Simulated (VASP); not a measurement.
# Na2Ru (Cmmm) in VASP: notebook

The runs below take Na2Ru through single point, relaxation of cell and atoms, with PBE.

Everything below comes from runs of VASP 6.6.1. Logs are shortened: lines on timing, memory, paths and dates and some standing lists are left out, and cuts for length are marked.

### 1 The cell of the first run

It takes space group Cmmm (No. 65, orthorhombic). The conventional cell has a = 5.233 Å, b = 6.020 Å, c = 8.327 Å, α = 90.00°, β = 90.00°, γ = 90.00°. Na (site symmetry m) has 5 Na at 2.57 to 3.53 Å and 4 Ru at 2.99 to 3.28 Å within 3.6 Å. Within 3.1 Å of Ru (site symmetry m2m) lie 3 Ru at 2.36 to 2.70 Å and 4 Na at 2.99 Å.

The cell was built from a structure type or drawn by symmetry, and may not be a known phase.

### 2 Single point, PBE

Contents of INCAR:

```
SYSTEM = Na2Ru
PREC = Accurate
ENCUT = 520
EDIFF = 1E-6
ISMEAR = 0
SIGMA = 0.1
LREAL = .False.
LASPH = .True.
NELM = 80
ALGO = Normal
ISIF = 2
LWAVE = .False.
LCHARG = .False.
GGA = PE
NBANDS = 37
```

Contents of KPOINTS:

```
Automatic mesh
0
Gamma
  4 4 4
  0 0 0
```

Contents of POSCAR:

```
Na2Ru
1.0
    2.6166976868     -3.0100774357      0.0000000000
    2.6166976868      3.0100774357      0.0000000000
    0.0000000000      0.0000000000      8.3273723294
Na Ru
4 2
Direct
    0.2454864224      0.2454864224      0.7120947901
    0.7545135776      0.7545135776      0.7120947901
    0.2454864224      0.2454864224      0.2879052099
    0.7545135776      0.7545135776      0.2879052099
    0.6964084762      0.3035915238      0.0000000000
    0.3035915238      0.6964084762      0.0000000000
```

Potentials or basis: VASP PAW PBE potentials, release 64 (Na_pv, Ru_pv).

The run is started by

```sh
cat potpaw_PBE.64/Na_pv/POTCAR potpaw_PBE.64/Ru_pv/POTCAR > POTCAR
mpirun -np 1 vasp_std > vasp.out
```

OUTCAR:

```text
SYSTEM = Na2Ru
   PREC = Accurate
   ENCUT = 520
   EDIFF = 1E-6
   ISMEAR = 0
   LREAL = .False.
   LASPH = .True.
   NELM = 80
   ISIF = 2
   GGA = PE

 ion  position               nearest neighbor table
   1  0.245  0.245  0.712-   2 2.57   2 2.66   5 2.99   6 2.99
   2  0.755  0.755  0.712-   1 2.57   1 2.66   6 2.99   5 2.99
   3  0.245  0.245  0.288-   4 2.57   4 2.66   5 2.99   6 2.99
   4  0.755  0.755  0.288-   3 2.57   3 2.66   6 2.99   5 2.99
   5  0.696  0.304  0.000-   6 2.36   6 2.70   6 2.70   3 2.99   4 2.99   1 2.99   2 2.99
   6  0.304  0.696  0.000-   5 2.36   5 2.70   5 2.70   3 2.99   4 2.99   1 2.99   2 2.99

  LATTYP: Found a base centered orthorhombic cell.
 ALAT       =     5.2333953736
 B/A-ratio  =     1.1503344276
 C/A-ratio  =     1.5911987792

  Lattice vectors:

 A1 = (   2.6166976868,  -3.0100774357,   0.0000000000)
 A2 = (   2.6166976868,   3.0100774357,   0.0000000000)
 A3 = (   0.0000000000,   0.0000000000,   8.3273723294)

Analysis of symmetry for initial positions (statically):
=====================================================================
 Subroutine PRICEL returns:
 Original cell was already a primitive cell.

 Routine SETGRP: Setting up the symmetry group for a
 base centered orthorhombic supercell.

 Subroutine GETGRP returns: Found  8 space group operations
 (whereof  8 operations were pure point group operations)
 out of a pool of  8 trial point group operations.

The static configuration has the point symmetry D_2h.

Analysis of symmetry for dynamics (positions and initial velocities):
=====================================================================
 Subroutine PRICEL returns:
 Original cell was already a primitive cell.

 Routine SETGRP: Setting up the symmetry group for a
 base centered orthorhombic supercell.

 Subroutine GETGRP returns: Found  8 space group operations
 (whereof  8 operations were pure point group operations)
 out of a pool of  8 trial point group operations.

The dynamic configuration has the point symmetry D_2h.

 Subroutine INISYM returns: Found  8 space group operations
 (whereof  8 operations are pure point group operations),
 and found     1 'primitive' translations

----------------------------------------------------------------------------------------

                                     Primitive cell

  volume of cell :     131.1805

  direct lattice vectors                    reciprocal lattice vectors
[... 93 lines left out ...]
   EDIFFG = 0.1E-04   stopping-criterion for IOM
   NSW    =      0    number of steps for IOM
   IBRION =     -1    ionic relax: 0-MD 1-quasi-New 2-CG
   NFREE  =      0    steps in history (QN), initial steepest desc. (CG)
   ISIF   =      2    stress and relaxation
   ISYM   =      2    0-nonsym 1-usesym 2-fastsym
   POTIM  = 0.5000    time-step for ionic-motion
   TEBEG  =    0.0;   TEEND  =   0.0 temperature during run
   PSTRESS=    0.0 pullay stress
   NELECT =      56.0000    total number of electrons
   NUPDOWN=      -1.0000    fix difference up-down
   EMIN   =  10.00;   EMAX   =-10.00  energy-range for DOS
   EFERMI =   0.00;   METHOD = LEGACY
   ISMEAR =     0;   SIGMA  =   0.10  broadening in eV -4-tet -1-fermi 0-gaus
   EFERMI_NEDOS =   21; number of points for ismear=-14 and -15
   IALGO  =     38    algorithm
   IMIX   =      4    mixing-type and parameters
     AMIX     =   0.40;   BMIX     =  1.00
     AMIX_MAG =   1.60;   BMIX_MAG =  1.00
  volume/ion in A,a.u.               =      21.86       147.54
  Fermi-wavevector in a.u.,A,eV,Ry     =   1.232673  2.329414 20.673807  1.519482
  Thomas-Fermi vector in A             =   2.367433
   LORBIT       =      0    0 simple, 1 ext, 2 COOP (PROOUT), +10 PAW based schemes
   GGA     = PE    functional components
   LHFCALC =     F    Hartree Fock is set to
   AEXX    =    0.0000 exact exchange contribution
   IVDW    =     0    specifies the selected vdW correction
   LEPSILON=     F    determine dielectric tensor
   LRPA    =     F    only Hartree local field effects (RPA)
 non-spin polarized calculation
 Gauss-broadening in eV      SIGMA  =   0.10
  energy-cutoff  :      520.00
  volume of cell :      131.18
 maximum number of plane-waves:      3558
 NGX is ok and might be reduce to    30
   NGX = 15   NGY = 15   NGZ = 31

 number of electron      56.0000010 magnetization

 Free energy of the ion-electron system (eV)
  ---------------------------------------------------
  ext. energy  EPLUGINS =         0.00000000
  ---------------------------------------------------
  free energy    TOTEN  =       -19.76697578 eV

  energy without entropy =      -19.73465522  energy(sigma->0) =      -19.75081550

 E-fermi :   3.5131     XC(G=0):  -8.9753

 val. band max:        3.4233025523   @ k =   0.5000   0.0000   0.0000
 cond. band min:       3.5280418925   @ k =   0.2500   0.0000   0.0000
 fundamental gap:      0.1047393402
 Fermi energy:         3.5131404402

 k-point     1 :       0.0000    0.0000    0.0000
  band No.  band energies     occupation
      1     -39.4242      2.00000
      2     -38.9329      2.00000
      3     -38.7541      2.00000
      4     -38.5959      2.00000
      5     -38.5869      2.00000
      6     -38.5508      2.00000
[... 829 lines left out ...]
     36       7.4802      0.00000
     37       7.6745      0.00000

------------------------ aborting loop because EDIFF is reached ----------------------------------------

  FORCE on cell =-STRESS in cart. coord.  units (eV):
  Direction    XX          YY          ZZ          XY          YZ          ZX
  --------------------------------------------------------------------------------------
  -------------------------------------------------------------------------------------
  Total        0.0422452      0.1645237      0.0408365     -0.0000000      0.0000000      0.0000000
  in kB        0.5159630      2.0094160      0.4987578     -0.0000000      0.0000000      0.0000000
  external PRESSURE =       1.0080456 kB  Pullay stress =       0.0000000 kB

 VOLUME and BASIS-vectors are now :
 -----------------------------------------------------------------------------
  energy-cutoff  :      520.00
  volume of cell :      131.18
      direct lattice vectors                 reciprocal lattice vectors
     2.616697687 -3.010077436  0.000000000     0.191080537 -0.166108683  0.000000000
     2.616697687  3.010077436  0.000000000     0.191080537  0.166108683  0.000000000
     0.000000000  0.000000000  8.327372329     0.000000000  0.000000000  0.120085900

 POSITION                                       TOTAL-FORCE (eV/Angst)
 -----------------------------------------------------------------------------------
      1.28473      0.00000      5.92988         0.001140     -0.000000     -0.000811
      3.94867      0.00000      5.92988        -0.001140     -0.000000     -0.000811
      1.28473      0.00000      2.39749         0.001140     -0.000000      0.000811
      3.94867      0.00000      2.39749        -0.001140     -0.000000      0.000811
      2.61670     -1.18241      0.00000        -0.000000     -0.059317      0.000000
      2.61670      1.18241      0.00000        -0.000000      0.059317      0.000000
 -----------------------------------------------------------------------------------
    total drift:                                0.000000     -0.000000      0.000000

  FREE ENERGIE OF THE ION-ELECTRON SYSTEM (eV)
  ---------------------------------------------------
  free  energy   TOTEN  =       -19.7669757784 eV

  energy  without entropy=      -19.7346552151  energy(sigma->0) =      -19.75081550
```

Wall time 45 s (1 thread of Intel Xeon 6975P-C (Granite Rapids), shared host); peak memory 0.26 GiB.

What came out:

```
Free energy            : -19.7670 eV
Pressure               : 0.1 GPa
Largest force          : 0.059 eV/Å
Band gap on the k mesh : zero (bands 28 and 29 overlap by 0.54 eV)
```

Forces in eV/Å, atoms in the order of the input:
```
Na   0.001  0.000 -0.001
Na  -0.001  0.000 -0.001
Na   0.001  0.000  0.001
Na  -0.001  0.000  0.001
Ru   0.000 -0.059  0.000
Ru   0.000  0.059  0.000
```

Levels at points of the mesh, in eV from the Fermi level:
| k point | band 24 | band 25 | band 26 | band 27 | band 28 | band 29 | band 30 | band 31 | band 32 | band 33 |
| --- | --- | --- | --- | --- | --- | --- | --- | --- | --- | --- |
| (0.00, 0.00, 0.00) | -2.04 | -1.91 | -1.46 | -0.29 | 0.04 | 0.09 | 0.25 | 1.34 | 4.05 | 4.99 |
| (0.50, 0.00, 0.00) | -2.05 | -1.88 | -1.35 | -0.96 | -0.09 | 0.21 | 0.26 | 0.51 | 1.35 | 1.51 |
| (0.50, 0.50, 0.00) | -1.49 | -1.32 | -0.22 | -0.13 | 0.03 | 0.63 | 1.19 | 1.28 | 1.93 | 2.04 |
| (0.00, 0.00, 0.50) | -2.41 | -2.04 | -0.28 | 0.04 | 0.09 | 0.26 | 0.35 | 1.34 | 1.96 | 4.73 |
| (0.50, 0.00, 0.50) | -1.94 | -1.64 | -1.52 | -0.93 | -0.48 | -0.33 | 0.11 | 0.39 | 1.35 | 3.29 |
| (0.50, 0.50, 0.50) | -1.43 | -1.28 | -0.28 | -0.22 | 0.22 | 0.63 | 0.83 | 1.35 | 1.57 | 1.58 |

Caveat: the k points lie up to 0.40 Å⁻¹ apart, too coarse for converged energies and pressures of a metal.

### 3 Relaxation of cell and atoms, PBE

This run uses another cell than the first one, of 21.18 Å³/atom.

Contents of INCAR:

```
SYSTEM = Na2Ru
PREC = Accurate
ENCUT = 600
EDIFF = 1E-6
ISMEAR = 0
SIGMA = 0.1
LREAL = .False.
LASPH = .True.
NELM = 80
ALGO = Fast
ISIF = 3
LWAVE = .False.
LCHARG = .False.
GGA = PE
IBRION = 2
NSW = 90
EDIFFG = -0.04
```

KPOINTS is that of step 2.

Contents of POSCAR:

```
Na2Ru
1.0
    3.6400952885     -3.8338598800      0.0000000000
    3.6400952885      3.8338598800      0.0000000000
    0.0000000000      0.0000000000      4.5540025365
Na Ru
4 2
Direct
    0.1666666667      0.1666666667      0.7500000000
    0.8333333333      0.8333333333      0.7500000000
    0.1666666667      0.1666666667      0.2500000000
    0.8333333333      0.8333333333      0.2500000000
    0.7604502601      0.2395497399      0.0000000000
    0.2395497399      0.7604502601      0.0000000000
```

Potentials or basis: VASP PAW PBE potentials, release 64 (Na_pv, Ru_pv).

The run is started by

```sh
cat potpaw_PBE.64/Na_pv/POTCAR potpaw_PBE.64/Ru_pv/POTCAR > POTCAR
mpirun -np 1 vasp_std > vasp.out
```

OUTCAR:

```text
SYSTEM = Na2Ru
   PREC = Accurate
   ENCUT = 600
   EDIFF = 1E-6
   ISMEAR = 0
   LREAL = .False.
   LASPH = .True.
   NELM = 80
   ISIF = 3
   GGA = PE
   IBRION = 2
   NSW = 90
   EDIFFG = -0.04

 ion  position               nearest neighbor table
   1  0.167  0.167  0.750-   3 2.28   3 2.28   2 2.43   6 2.48   5 2.48
   2  0.833  0.833  0.750-   4 2.28   4 2.28   1 2.43   6 2.48   5 2.48
   3  0.167  0.167  0.250-   1 2.28   1 2.28   4 2.43   6 2.48   5 2.48
   4  0.833  0.833  0.250-   2 2.28   2 2.28   3 2.43   6 2.48   5 2.48
   5  0.760  0.240  0.000-   1 2.48   2 2.48   3 2.48   4 2.48
   6  0.240  0.760  0.000-   1 2.48   2 2.48   3 2.48   4 2.48

  LATTYP: Found a base centered orthorhombic cell.
 ALAT       =     7.2801905770
 B/A-ratio  =     1.0532306372
 C/A-ratio  =     0.6255334237

[... 194 lines left out ...]
  Total        5.9527373      9.6950580     15.7117381     -0.0000000      0.0000000      0.0000000
  in kB       75.0334730    122.2049346    198.0443978     -0.0000000      0.0000000      0.0000000
  external PRESSURE =     131.7609352 kB  Pullay stress =       0.0000000 kB
[... 1630 lines left out ...]
     32       5.1151      0.00000
     33       5.3772      0.00000

[... ionic steps 4 to 44 ...]

--------------------------------------- Ionic step       45  -------------------------------------------

 number of electron      56.0000081 magnetization

------------------------ aborting loop because EDIFF is reached ----------------------------------------
[... 75 lines left out ...]
--------------------------------------- Ionic step       47  -------------------------------------------

 number of electron      56.0000109 magnetization

 Free energy of the ion-electron system (eV)
  ---------------------------------------------------
  ext. energy  EPLUGINS =         0.00000000
  ---------------------------------------------------
  free energy    TOTEN  =       -19.40377062 eV

  energy without entropy =      -19.36769358  energy(sigma->0) =      -19.38573210

 E-fermi :   3.8193     XC(G=0):  -9.2473

 val. band max:        3.7866941826   @ k =   0.5000   0.5000   0.0000
 cond. band min:       3.8362920431   @ k =   0.2500   0.0000   0.0000
 fundamental gap:      0.0495978605
 Fermi energy:         3.8193402047
[... 787 lines left out ...]
  FREE ENERGIE OF THE ION-ELECTRON SYSTEM (eV)
  ---------------------------------------------------
  free  energy   TOTEN  =       -19.4037706220 eV

  energy  without entropy=      -19.3676935764  energy(sigma->0) =      -19.38573210

 reached required accuracy - stopping structural energy minimisation
```

OSZICAR:

```text
N       E                     dE             d eps       ncg     rms          rms(c)
DAV:   1     0.733949614926E+03    0.73395E+03   -0.34148E+04  1386   0.221E+03
DAV:   2     0.355351144825E+02   -0.69841E+03   -0.69008E+03  1437   0.626E+02
DAV:   3    -0.101892989677E+02   -0.45724E+02   -0.44005E+02  1612   0.168E+02
[... 652 lines left out ...]
DAV:   1    -0.193735635732E+02   -0.17331E-01   -0.26215E+00  1405   0.159E+01    0.829E-01
RMM:   2    -0.193751003983E+02   -0.15368E-02   -0.11480E-01  1478   0.295E+00    0.484E-01
RMM:   3    -0.193738492853E+02    0.12511E-02   -0.17823E-02  1587   0.112E+00    0.366E-01
RMM:   4    -0.193722409264E+02    0.16084E-02   -0.70248E-03  1503   0.590E-01    0.908E-02
RMM:   5    -0.193723045464E+02   -0.63620E-04   -0.14660E-03  1896   0.246E-01    0.597E-02
RMM:   6    -0.193723141355E+02   -0.95891E-05   -0.24180E-
```

CONTCAR:

```text
Na2Ru
   1.00000000000000
     2.6364597133163361   -3.0217351917466990    0.0000000000000000
     2.6364597133163361    3.0217351917466990    0.0000000000000000
     0.0000000000000000    0.0000000000000000    7.7465079811624156
  Na              Ru
     4     2
Direct
     0.2443095505512247    0.2443095505512247    0.7046108785063502
     0.7556904494487757    0.7556904494487757    0.7046108785063502
     0.2443095505512247    0.2443095505512247    0.2953891214936498
     0.7556904494487757    0.7556904494487757    0.2953891214936498
     0.6976915588047528    0.3023084411952477    0.0000000000000000
     0.3023084411952477    0.6976915588047528    0.0000000000000000

  0.00000000E+00  0.00000000E+00  0.00000000E+00
  0.00000000E+00  0.00000000E+00  0.00000000E+00
  0.00000000E+00  0.00000000E+00  0.00000000E+00
  0.00000000E+00  0.00000000E+00  0.00000000E+00
  0.00000000E+00  0.00000000E+00  0.00000000E+00
  0.00000000E+00  0.00000000E+00  0.00000000E+00
```

Run time: 37 min. Hardware: 1 thread of Intel Xeon 6975P-C (Granite Rapids), shared host; peak memory 0.32 GiB.

What came out:

```yaml
Free_energy: -19.4038 eV
Relaxed_volume: 20.57 Å³/atom
Relaxed_cell: a = 4.010 Å, b = 4.010 Å, c = 7.747 Å, α = 90.00°, β = 90.00°, γ = 97.79°
Space_group_after_relaxing_to_0.1_Å: Cmmm (No. 65)
Pressure_after_relaxing: 0.0 GPa
Largest_force_after_relaxing: 0.038 eV/Å
Band_gap_on_the_k_mesh: zero (bands 28 and 29 overlap by 0.55 eV)
```

Forces on the atoms (eV/Å):
```
Na  -0.025  0.000 -0.028
Na   0.025  0.000 -0.028
Na  -0.025  0.000  0.028
Na   0.025  0.000  0.028
Ru   0.000  0.019  0.000
Ru   0.000 -0.019  0.000
```

Stress tensor (GPa, compression positive):
```
0.01 0.00 0.00
0.00 0.09 0.00
0.00 0.00 0.00
```

Final structure:
```
Na Ru
1.0
     2.63646   -3.02174    0.00000
     2.63646    3.02174    0.00000
     0.00000    0.00000    7.74651
Na Ru
4 2
Direct
  0.24431 0.24431 0.70461
  0.75569 0.75569 0.70461
  0.24431 0.24431 0.29539
  0.75569 0.75569 0.29539
  0.69769 0.30231 0.00000
  0.30231 0.69769 0.00000
```

Levels at points of the mesh, in eV from the Fermi level:
```tsv
k point	band 26	band 27	band 28	band 29	band 30	band 31
(0.00, 0.00, 0.00)	-1.19	-0.32	0.06	0.08	0.28	1.35
(0.50, 0.00, 0.00)	-1.31	-0.97	-0.10	0.28	0.33	0.57
(0.50, 0.50, 0.00)	-0.24	-0.09	-0.03	0.62	1.10	1.30
(0.00, 0.00, 0.50)	-0.30	0.06	0.07	0.28	0.90	1.35
(0.50, 0.00, 0.50)	-1.54	-0.91	-0.50	-0.32	0.11	0.35
(0.50, 0.50, 0.50)	-0.31	-0.24	0.23	0.62	0.79	1.33
```

Caveat: a cell axis changed by over 15 % at a fixed basis, so the end point is rough.

### 4 Single point, PBE

Contents of INCAR:

```
SYSTEM = Na2Ru
PREC = Accurate
ENCUT = 520
EDIFF = 1E-7
ISMEAR = 0
SIGMA = 0.1
LREAL = .False.
LASPH = .True.
NELM = 100
ALGO = Fast
ISIF = 2
LWAVE = .False.
LCHARG = .False.
GGA = PE
NBANDS = 37
```

Contents of KPOINTS:

```
regular mesh
0
Gamma
  10 10 6
  0 0 0
```

Contents of POSCAR:

```
Na2Ru
1.0
    2.6162027039     -3.0029254527      0.0000000000
    2.6162027039      3.0029254527      0.0000000000
    0.0000000000      0.0000000000      8.3401658124
Na Ru
4 2
Direct
    0.2456146479      0.2456146479      0.7108933358
    0.7543853521      0.7543853521      0.7108933358
    0.2456146479      0.2456146479      0.2891066642
    0.7543853521      0.7543853521      0.2891066642
    0.6963311073      0.3036688927      0.0000000000
    0.3036688927      0.6963311073      0.0000000000
```

The run is started by

```sh
cat potpaw_PBE.64/Na_pv/POTCAR potpaw_PBE.64/Ru_pv/POTCAR > POTCAR
mpirun -np 1 vasp_std > vasp.out
```

Run time: 4.6 min. Hardware: 1 thread of Intel Xeon 6975P-C (Granite Rapids), shared host; peak memory 0.56 GiB.

It converged, with:

* Free energy: -19.7592 eV
* Pressure: 0.1 GPa
* Largest force: 0.053 eV/Å
* Band gap on the k mesh: zero (bands 28 and 29 overlap by 0.77 eV)

Forces in eV/Å, atoms in the order of the input:
```
Na   0.002  0.000 -0.003
Na  -0.002  0.000 -0.003
Na   0.002  0.000  0.003
Na  -0.002  0.000  0.003
Ru   0.000 -0.053  0.000
Ru   0.000  0.053  0.000
```

Stress tensor (GPa, compression positive):
```
0.06 0.00 0.00
0.00 0.13 0.00
0.00 0.00 0.00
```

Levels at points of the mesh, in eV from the Fermi level:
```
           k point  band 25  band 26  band 27  band 28  band 29  band 30  band 31  band 32
(0.00, 0.00, 0.00)    -1.87    -1.42    -0.27     0.03     0.11     0.26     1.37     4.08
(0.50, 0.00, 0.00)    -1.84    -1.34    -0.96    -0.08     0.26     0.29     0.54     1.39
(0.50, 0.50, 0.00)    -1.30    -0.20    -0.11     0.09     0.63     1.23     1.34     2.01
(0.00, 0.00, 0.50)    -2.03    -0.26     0.03     0.11     0.27     0.38     1.37     1.99
(0.50, 0.00, 0.50)    -1.61    -1.50    -0.92    -0.44    -0.28     0.13     0.41     1.37
(0.50, 0.50, 0.50)    -1.27    -0.25    -0.20     0.27     0.63     0.89     1.38     1.64
```

### 5 Overview

| task | cell | k mesh | cutoff (eV) | gap on the mesh (eV) | pressure (GPa) | largest force (eV/Å) |
| --- | --- | --- | --- | --- | --- | --- |
| single point | a = 3.988, b = 3.988, c = 8.327 Å, angles 90.0, 90.0, 98.0°, 6 atoms, atomic positions A | 4 × 4 × 4 | 520 | none | 0.1 | 0.06 |
| relaxation of cell and atoms | relaxed from a = 5.287, b = 5.287, c = 4.554 Å, angles 90.0, 90.0, 93.0°, 6 atoms, atomic positions B | 4 × 4 × 4 | 600 | none | 0.0 | 0.04 |
| single point | a = 3.983, b = 3.983, c = 8.340 Å, angles 90.0, 90.0, 97.9°, 6 atoms, atomic positions A | 10 × 10 × 6 | 520 | none | 0.1 | 0.05 |

Alike in all rows: level PBE; potentials or basis VASP PAW PBE potentials, release 64 (Na_pv, Ru_pv); no spin polarisation; smearing gaussian 0.1 eV.

Caveats: some runs use coarse meshes; a cell axis changed by over 15 % at a fixed basis, so the end point is rough (at least some runs).

Total energies depend on the potentials used, so only differences within one code and one set of settings carry meaning.
